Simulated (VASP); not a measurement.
Here is a VASP 6.6.1 calculation.

INCAR

```
SYSTEM = Cs4Au
PREC = Accurate
ENCUT = 520
EDIFF = 1E-6
ISMEAR = 0
SIGMA = 0.1
LREAL = .FALSE.
LASPH = .TRUE.
NELM = 60
ALGO = Fast
ISIF = 2
LWAVE = .FALSE.
LCHARG = .FALSE.
GGA = PE
NBANDS = 32
```

Contents of KPOINTS:

```
regular mesh
0
G
  6 6 6
  0 0 0
```

File POSCAR:

```
Cs4Au
1.0
   -4.7531754562      4.7531754562      4.7531754562
    4.7531754562     -4.7531754562      4.7531754562
    4.7531754562      4.7531754562     -4.7531754562
Cs Au
4 1
Direct
    0.0000000000      0.0000000000      0.5000000000
    0.5000000000      0.0000000000      0.0000000000
    0.0000000000      0.5000000000      0.0000000000
    0.5000000000      0.5000000000      0.5000000000
    0.0000000000      0.0000000000      0.0000000000
```

Potentials or basis: VASP PAW PBE potentials, release 64 (Cs_sv, Au).

Command:

```sh
$ cat potpaw_PBE.64/Cs_sv/POTCAR potpaw_PBE.64/Au/POTCAR > POTCAR
$ mpirun -np 1 vasp_std > vasp.out
```

What does it give for the pressure?

-0.3 GPa.

Estimate the band gap on the k mesh.

zero (an odd number of electrons rules out a gap without spin polarisation).

Caveat: spin-orbit coupling is left out, which moves the levels of the heavy elements.
